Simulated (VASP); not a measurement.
# P3C (Cmmm) in VASP: notebook

Runs on P3C. Level: PBE. Tasks: single point, relaxation of cell and atoms.

Program: VASP 6.6.1. These are calculated values, not measurements. Logs are shortened: lines on timing, memory, paths and dates and some standing lists are left out, and cuts for length are marked.

### 1 The cell of the first run

The structure is orthorhombic, space group Cmmm (No. 65). The conventional cell has a = 2.769 Å, b = 5.721 Å, c = 6.846 Å, α = 90.00°, β = 90.00°, γ = 90.00°. Within 2.6 Å of P (site symmetry mm2) lie 2 C at 1.90 Å and 3 P at 2.54 to 2.60 Å. Within 3.6 Å of P (site symmetry mmm) lie 14 P at 2.54 to 3.56 Å and 2 C at 3.42 Å. Within 2.5 Å of C (site symmetry mmm) lie 4 P at 1.90 Å.

The cell was built from a structure type or drawn by symmetry, and may not be a known phase.

### 2 Single point, PBE

INCAR

```
PREC = Accurate
ENCUT = 600
EDIFF = 1E-6
ISMEAR = 0
SIGMA = 0.1
LREAL = False
LASPH = True
NELM = 120
ALGO = Normal
ISIF = 2
LWAVE = False
LCHARG = False
GGA = PE
NBANDS = 18
GGA_COMPAT = False
```

KPOINTS

```
regular mesh
0
Gamma
  6 6 2
```

POSCAR

```
P3C
1.0
    1.3842926049     -2.8604067861      0.0000000000
    1.3842926049      2.8604067861      0.0000000000
    0.0000000000      0.0000000000      6.8458485136
P C
3 1
Direct
    0.5000000000      0.5000000000      0.8102194339
    0.0000000000      0.0000000000      0.5000000000
    0.5000000000      0.5000000000      0.1897805661
    0.0000000000      0.0000000000      0.0000000000
```

Potentials or basis: VASP PAW PBE potentials, release 64 (P, C).

The run is started by

```sh
$ cat potpaw_PBE.64/P/POTCAR potpaw_PBE.64/C/POTCAR > POTCAR
$ mpirun -np 1 vasp_std > vasp.out
```

OUTCAR:

```text
PREC = Accurate
   ENCUT = 600
   EDIFF = 1E-6
   ISMEAR = 0
   LREAL = False
   LASPH = True
   NELM = 120
   ISIF = 2
   GGA = PE

 ion  position               nearest neighbor table
   1  0.500  0.500  0.810-   4 1.90   4 1.90   2 2.54   2 2.54   3 2.60
   2  0.000  0.000  0.500-   1 2.54   3 2.54   1 2.54   3 2.54
   3  0.500  0.500  0.190-   4 1.90   4 1.90   2 2.54   2 2.54   1 2.60
   4  0.000  0.000  0.000-   1 1.90   3 1.90   1 1.90   3 1.90

  LATTYP: Found a base centered orthorhombic cell.
 ALAT       =     2.7685852098
 B/A-ratio  =     2.0663310459
 C/A-ratio  =     2.4726883931

  Lattice vectors:

 A1 = (   1.3842926049,  -2.8604067861,   0.0000000000)
 A2 = (   1.3842926049,   2.8604067861,   0.0000000000)
 A3 = (   0.0000000000,   0.0000000000,   6.8458485136)

Analysis of symmetry for initial positions (statically):
=====================================================================
 Subroutine PRICEL returns:
 Original cell was already a primitive cell.

 Routine SETGRP: Setting up the symmetry group for a
 base centered orthorhombic supercell.

 Subroutine GETGRP returns: Found  8 space group operations
 (whereof  8 operations were pure point group operations)
 out of a pool of  8 trial point group operations.

The static configuration has the point symmetry D_2h.

Analysis of symmetry for dynamics (positions and initial velocities):
=====================================================================
 Subroutine PRICEL returns:
 Original cell was already a primitive cell.

 Routine SETGRP: Setting up the symmetry group for a
 base centered orthorhombic supercell.

 Subroutine GETGRP returns: Found  8 space group operations
 (whereof  8 operations were pure point group operations)
 out of a pool of  8 trial point group operations.

The dynamic configuration has the point symmetry D_2h.

 Subroutine INISYM returns: Found  8 space group operations
 (whereof  8 operations are pure point group operations),
 and found     1 'primitive' translations

----------------------------------------------------------------------------------------

                                     Primitive cell

  volume of cell :      54.2142

  direct lattice vectors                    reciprocal lattice vectors
     1.384292605 -2.860406786  0.000000000     0.361195312 -0.174800312  0.000000000
     1.384292605  2.860406786  0.000000000     0.361195312  0.174800312  0.000000000
     0.000000000  0.000000000  6.845848514     0.000000000  0.000000000  0.146073931

  length of vectors
     3.177765410  3.177765410  6.845848514     0.401269489  0.401269489  0.146073931

  position of ions in fractional coordinates (direct lattice)
     0.500000000  0.500000000  0.810219434
     0.000000000  0.000000000  0.500000000
     0.500000000  0.500000000  0.189780566
     0.000000000  0.000000000  0.000000000

  ion indices of the primitive-cell ions
   primitive index   ion index
                 1           1
                 2           2
                 3           3
                 4           4

----------------------------------------------------------------------------------------

 KPOINTS: regular mesh

Automatic generation of k-mesh.
 Grid dimensions read from file:
 generate k-points for:    6    6    2

 Generating k-lattice:

  Cartesian coordinates                     Fractional coordinates (reciprocal lattice)
     0.060199219 -0.029133385  0.000000000     0.166666667  0.000000000  0.000000000
     0.060199219  0.029133385  0.000000000     0.000000000  0.166666667  0.000000000
     0.000000000  0.000000000  0.073036965     0.000000000  0.000000000  0.500000000

  Length of vectors
     0.066878248  0.066878248  0.073036965

  Shift w.r.t. Gamma in fractional coordinates (k-lattice)
     0.000000000  0.000000000  0.000000000

 Subroutine IBZKPT returns following result:
 ===========================================

 Found     26 irreducible k-points:

 Following reciprocal coordinates:
            Coordinates               Weight
  0.000000  0.000000  0.000000      1.000000
  0.166667  0.000000  0.000000      4.000000
  0.333333  0.000000  0.000000      4.000000
  0.500000  0.000000  0.000000      2.000000
  0.166667  0.166667  0.000000      2.000000
  0.333333  0.166667  0.000000      4.000000
[... 16 lines left out ...]
  0.333333  0.333333  0.500000      2.000000
  0.500000  0.333333  0.500000      4.000000
 [... further k-points ...]
   k-points           NKPTS =     26   k-points in BZ     NKDIM =     26   number of bands    NBANDS=     18
   number of dos      NEDOS =    301   number of ions     NIONS =      4
   total plane-waves  NPLWV =  43904
   dimension x,y,z NGX =    28 NGY =   28 NGZ =   56
   dimension x,y,z NGXF=    56 NGYF=   56 NGZF=  112
   ions per type =               3   1
   NGX,Y,Z   is equivalent  to a cutoff of  14.65, 14.65, 13.60 a.u.
   NGXF,Y,Z  is equivalent  to a cutoff of  29.30, 29.30, 27.20 a.u.
 SYSTEM =  unknown system
   PREC   = accura    normal or accurate (medium, high low for compatibility)
   ISTART =      0    job   : 0-new  1-cont  2-samecut
   ICHARG =      2    charge: 1-file 2-atom 10-const
   ISPIN  =      1    spin polarized calculation?
   LNONCOLLINEAR =      F non collinear calculations
   LSORBIT =      F    spin-orbit coupling
   LASPH  =      T    aspherical Exc in radial PAW
   ENCUT  =  600.0 eV  44.10 Ry    6.64 a.u.   6.35  6.35 13.67*2*pi/ulx,y,z
   NELM   =    120;   NELMIN=  2; NELMDL= -5     # of ELM steps
   EDIFF  = 0.1E-05   stopping-criterion for ELM
   LREAL  =      F    real-space projection
   EDIFFG = 0.1E-04   stopping-criterion for IOM
   NSW    =      0    number of steps for IOM
   IBRION =     -1    ionic relax: 0-MD 1-quasi-New 2-CG
   NFREE  =      0    steps in history (QN), initial steepest desc. (CG)
   ISIF   =      2    stress and relaxation
   ISYM   =      2    0-nonsym 1-usesym 2-fastsym
   POTIM  = 0.5000    time-step for ionic-motion
   TEBEG  =    0.0;   TEEND  =   0.0 temperature during run
   PSTRESS=    0.0 pullay stress
   NELECT =      19.0000    total number of electrons
   NUPDOWN=      -1.0000    fix difference up-down
   EMIN   =  10.00;   EMAX   =-10.00  energy-range for DOS
   EFERMI =   0.00;   METHOD = LEGACY
   ISMEAR =     0;   SIGMA  =   0.10  broadening in eV -4-tet -1-fermi 0-gaus
   EFERMI_NEDOS =   21; number of points for ismear=-14 and -15
   IALGO  =     38    algorithm
   IMIX   =      4    mixing-type and parameters
     AMIX     =   0.40;   BMIX     =  1.00
     AMIX_MAG =   1.60;   BMIX_MAG =  1.00
  volume/ion in A,a.u.               =      13.55        91.46
  Fermi-wavevector in a.u.,A,eV,Ry     =   1.154219  2.181158 18.125987  1.332222
  Thomas-Fermi vector in A             =   2.290858
   LORBIT       =      0    0 simple, 1 ext, 2 COOP (PROOUT), +10 PAW based schemes
   GGA     = PE    functional components
   LHFCALC =     F    Hartree Fock is set to
   AEXX    =    0.0000 exact exchange contribution
   IVDW    =     0    specifies the selected vdW correction
   LEPSILON=     F    determine dielectric tensor
   LRPA    =     F    only Hartree local field effects (RPA)
 non-spin polarized calculation
 Gauss-broadening in eV      SIGMA  =   0.10
  energy-cutoff  :      600.00
  volume of cell :       54.21
 maximum number of plane-waves:      1826
 NGX is ok and might be reduce to    28
   NGX = 13   NGY = 13   NGZ = 27

 number of electron      19.0000001 magnetization

 Free energy of the ion-electron system (eV)
  ---------------------------------------------------
  ext. energy  EPLUGINS =         0.00000000
  ---------------------------------------------------
  free energy    TOTEN  =       -21.00316929 eV

  energy without entropy =      -20.99649432  energy(sigma->0) =      -20.99983180

 E-fermi :   8.3548     XC(G=0): -11.1198

 val. band max:        8.2289256812   @ k =   0.3333   0.0000   0.5000
 cond. band min:       8.3710002977   @ k =  -0.3333   0.1667   0.5000
 fundamental gap:      0.1420746165
 Fermi energy:         8.3548448234

 k-point     1 :       0.0000    0.0000    0.0000
  band No.  band energies     occupation
      1      -9.2524      2.00000
      2      -5.2027      2.00000
      3      -5.0204      2.00000
      4       2.7026      2.00000
      5       3.5241      2.00000
      6       4.9987      2.00000
[... 10 lines left out ...]
     17      16.8523      0.00000
     18      17.6291      0.00000

 k-point     2 :       0.1667    0.0000    0.0000
  band No.  band energies     occupation
      1      -8.7046      2.00000
      2      -4.6143      2.00000
      3      -4.4447      2.00000
      4       2.5503      2.00000
      5       3.1778      2.00000
      6       4.0667      2.00000
[... 10 lines left out ...]
     17      16.3164      0.00000
     18      17.1387      0.00000

 k-point     3 :       0.3333    0.0000    0.0000
  band No.  band energies     occupation
      1      -7.0895      2.00000
      2      -2.8757      2.00000
      3      -2.7575      2.00000
      4      -1.1314      2.00000
      5       3.2856      2.00000
      6       3.6485      2.00000
[... 10 lines left out ...]
     17      16.6695      0.00000
     18      16.8754      0.00000

 k-point     4 :       0.5000    0.0000    0.0000
  band No.  band energies     occupation
      1      -4.5221      2.00000
      2      -4.4801      2.00000
      3      -0.6406      2.00000
      4      -0.1565      2.00000
      5      -0.0142      2.00000
      6       0.8922      2.00000
[... 375 lines left out ...]
      4      -0.6502      2.00000
      5       4.2999      2.00000
      6       4.8576      2.00000
[... 10 lines left out ...]
     17      16.5559      0.00000
     18      17.3557      0.00000

 k-point    23 :       0.3333    0.3333    0.5000
  band No.  band energies     occupation
      1      -5.9601      2.00000
      2      -2.6779      2.00000
      3      -1.8690      2.00000
      4       0.7969      2.00000
      5       1.6852      2.00000
      6       2.2640      2.00000
[... 10 lines left out ...]
     17      16.5924      0.00000
     18      18.6354      0.00000

 k-point    24 :       0.5000    0.3333    0.5000
  band No.  band energies     occupation
      1      -7.4298      2.00000
      2      -4.3337      2.00000
      3      -0.4190      2.00000
      4       0.7644      2.00000
      5       1.2512      2.00000
      6       1.9983      2.00000
[... 10 lines left out ...]
     17      17.9957      0.00000
     18      18.8856      0.00000

 [... further k-points ...]

------------------------ aborting loop because EDIFF is reached ----------------------------------------

  FORCE on cell =-STRESS in cart. coord.  units (eV):
  Direction    XX          YY          ZZ          XY          YZ          ZX
  --------------------------------------------------------------------------------------
  -------------------------------------------------------------------------------------
  Total       -0.1048896      0.0474781     -0.1682127     -0.0000000      0.0000000      0.0000000
  in kB       -3.0997729      1.4031064     -4.9711443     -0.0000000      0.0000000      0.0000000
  external PRESSURE =      -2.2226036 kB  Pullay stress =       0.0000000 kB

 VOLUME and BASIS-vectors are now :
 -----------------------------------------------------------------------------
  energy-cutoff  :      600.00
  volume of cell :       54.21
      direct lattice vectors                 reciprocal lattice vectors
     1.384292605 -2.860406786  0.000000000     0.361195312 -0.174800312  0.000000000
     1.384292605  2.860406786  0.000000000     0.361195312  0.174800312  0.000000000
     0.000000000  0.000000000  6.845848514     0.000000000  0.000000000  0.146073931

 POSITION                                       TOTAL-FORCE (eV/Angst)
 -----------------------------------------------------------------------------------
      1.38429      0.00000      5.54664        -0.000000      0.000000      0.056287
      0.00000      0.00000      3.42292        -0.000000      0.000000      0.000000
      1.38429      0.00000      1.29921         0.000000      0.000000     -0.056287
      0.00000      0.00000      0.00000         0.000000      0.000000      0.000000
 -----------------------------------------------------------------------------------
    total drift:                               -0.000000      0.000000     -0.000000

  FREE ENERGIE OF THE ION-ELECTRON SYSTEM (eV)
  ---------------------------------------------------
  free  energy   TOTEN  =       -21.0031692852 eV

  energy  without entropy=      -20.9964943210  energy(sigma->0) =      -20.99983180
```

It took 14 s on 1 thread of Intel Xeon 6975P-C (Granite Rapids), shared host; peak memory 0.19 GiB.

Results:

```yaml
Free_energy: -21.0032 eV
Pressure: -0.2 GPa
Largest_force: 0.056 eV/Å
Band_gap_on_the_k_mesh: zero (an odd number of electrons rules out a gap without spin polarisation)
```

Forces in eV/Å, atoms in the order of the input:
```
P    0.000  0.000  0.056
P    0.000  0.000  0.000
P    0.000  0.000 -0.056
C    0.000  0.000  0.000
```

Caveat: the k points lie up to 0.46 Å⁻¹ apart, too coarse for converged energies and pressures of a metal.

### 3 Single point, PBE

This run uses another cell than the first one, of 17.86 Å³/atom.

INCAR

```
PREC = Accurate ; ENCUT = 600
EDIFF = 1E-6 ; ISMEAR = 0
SIGMA = 0.1 ; LREAL = False
LASPH = True ; NELM = 120
ALGO = Normal ; ISIF = 2
LWAVE = False ; LCHARG = True
GGA = PE ; LELF = True
LVHAR = True ; NBANDS = 18
GGA_COMPAT = False
```

KPOINTS is that of step 2.

POSCAR

```
P3C
1.0
    1.6732344900     -2.3241164700      0.0000000000
    1.6732344900      2.3241164700      0.0000000000
    0.0000000000      0.0000000000      9.1840378700
P C
3 1
Direct
    0.5000000000      0.5000000000      0.7422130100
    0.0000000000      0.0000000000      0.5000000000
    0.5000000000      0.5000000000      0.2577869900
    0.0000000000      0.0000000000      0.0000000000
```

Potentials or basis: VASP PAW PBE potentials, release 64 (P, C).

The run is started by

```sh
$ cat potpaw_PBE.64/P/POTCAR potpaw_PBE.64/C/POTCAR > POTCAR
$ mpirun -np 1 vasp_std > vasp.out
```

It took 16 s on 1 thread of Intel Xeon 6975P-C (Granite Rapids), shared host; peak memory 0.2 GiB.

The run converged. Its results:

| Quantity | Value |
| --- | --- |
| Free energy | -16.6638 eV |
| Pressure | -17.1 GPa |
| Largest force | 0.212 eV/Å |
| Band gap on the k mesh | zero (an odd number of electrons rules out a gap without spin polarisation) |

Forces in eV/Å, atoms in the order of the input:
```
P    0.000  0.000  0.212
P    0.000  0.000  0.000
P    0.000  0.000 -0.212
C    0.000  0.000  0.000
```

Stress tensor (GPa, compression positive):
```
-17.56   0.00   0.00
  0.00 -13.95   0.00
  0.00   0.00 -19.90
```

Levels at points of the mesh, in eV from the Fermi level:
```csv
k point,band 6,band 7,band 8,band 9,band 10,band 11,band 12,band 13,band 14,band 15
"(0.00, 0.00, 0.00)",0.13,0.31,1.62,2.33,2.80,3.23,4.17,4.77,4.89,5.09
"(0.50, 0.00, 0.00)",-5.08,-3.32,-1.95,-0.90,-0.87,1.86,1.98,2.47,3.27,4.03
"(0.50, 0.50, 0.00)",-4.22,-2.96,-2.00,-1.30,-0.91,-0.53,0.00,0.77,0.92,1.87
"(0.00, 0.00, 0.50)",-2.45,1.85,1.92,2.73,2.80,3.59,3.96,4.16,4.79,4.88
"(0.50, 0.00, 0.50)",-4.78,-4.12,-2.98,0.65,0.73,0.73,1.41,2.37,3.39,3.52
"(0.50, 0.50, 0.50)",-4.46,-2.35,-1.93,-1.47,-0.95,-0.78,-0.37,0.86,1.28,2.24
```

Caveat: the k points lie up to 0.39 Å⁻¹ apart, too coarse for converged energies and pressures of a metal.

### 4 Single point, PBE

This run uses another cell than the first one, of 13.95 Å³/atom.

INCAR

```
SYSTEM = P3C
  PREC = Accurate
  ENCUT = 600
  EDIFF = 1E-6
  ISMEAR = 0
  SIGMA = 0.1
  LREAL = .False.
  LASPH = .True.
  NELM = 120
  ALGO = Normal
  ISIF = 2
  LWAVE = .False.
  LCHARG = .True.
  GGA = PE
  LELF = .True.
  LVHAR = .True.
  NBANDS = 18
  GGA_COMPAT = .False.
```

KPOINTS

```
regular mesh
0
Gamma
  8 8 4
  0 0 0
```

POSCAR

```
P3C
1.0
    1.3470199989     -2.9119126612      0.0000000000
    1.3470199989      2.9119126612      0.0000000000
    0.0000000000      0.0000000000      7.1107131452
P C
3 1
Direct
    0.5000000000      0.5000000000      0.8187153333
    0.0000000000      0.0000000000      0.5000000000
    0.5000000000      0.5000000000      0.1812846667
    0.0000000000      0.0000000000      0.0000000000
```

The run is started by

```sh
$ cat potpaw_PBE.64/P/POTCAR potpaw_PBE.64/C/POTCAR > POTCAR
$ mpirun -np 1 vasp_std > vasp.out
```

Run time: 37 s. Hardware: 1 thread of Intel Xeon 6975P-C (Granite Rapids), shared host; peak memory 0.22 GiB.

The run converged. Its results:

```
Free energy            : -21.0618 eV
Pressure               : -0.2 GPa
Largest force          : 0.057 eV/Å
Band gap on the k mesh : zero (an odd number of electrons rules out a gap without spin polarisation)
```

Forces on the atoms (eV/Å):
```
P    0.000  0.000  0.057
P    0.000  0.000  0.000
P    0.000  0.000 -0.057
C    0.000  0.000  0.000
```

Stress tensor (GPa, compression positive):
```
-0.28  0.00  0.00
 0.00  0.02  0.00
 0.00  0.00 -0.38
```

Levels at points of the mesh, in eV from the Fermi level:
```csv
k point,band 7,band 8,band 9,band 10,band 11,band 12
"(0.00, 0.00, 0.00)",-2.75,1.59,1.73,2.70,3.55,4.22
"(0.50, 0.00, 0.00)",-2.18,-1.76,-1.49,-1.16,0.56,0.57
"(0.50, 0.50, 0.00)",-4.85,-4.05,-3.82,1.68,3.26,3.28
"(0.00, 0.00, 0.50)",-1.81,0.46,0.78,3.14,3.54,4.27
"(0.50, 0.00, 0.50)",-4.50,-3.63,-1.99,-1.13,0.16,0.34
"(0.50, 0.50, 0.50)",-3.82,-2.82,-0.72,-0.49,1.78,2.50
```

(Continued in part 2 of 2.)
